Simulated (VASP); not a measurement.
Here is a VASP 6.6.1 calculation.

The input INCAR:

```
PREC = Accurate ; ENCUT = 520
EDIFF = 1E-7 ; ISMEAR = -1
SIGMA = 0.05 ; LREAL = F
LASPH = T ; NELM = 80
ALGO = Normal ; ISIF = 2
LWAVE = F ; LCHARG = F
GGA = PE ; NBANDS = 12
```

Contents of KPOINTS:

```
Automatic mesh
0
Gamma
  14 14 14
```

File POSCAR:

```
Ti
1.0
   -1.6731846416      1.6731846416      1.6731846416
    1.6731846416     -1.6731846416      1.6731846416
    1.6731846416      1.6731846416     -1.6731846416
Ti
1
Direct
    0.0000000000      0.0000000000      0.0000000000
```

Potentials or basis: VASP PAW PBE potentials, release 64 (Ti_sv).

Launch:

```bash
$ cat potpaw_PBE.64/Ti_sv/POTCAR > POTCAR
$ mpirun -np 1 vasp_std > vasp.out
```

Task: Predict the pressure.

Result: -7.7 GPa.

Task: Predict the band gap on the k mesh.

Result: Zero (band 6 reaches 8.24 eV, above the bottom of band 7 at 6.71 eV).
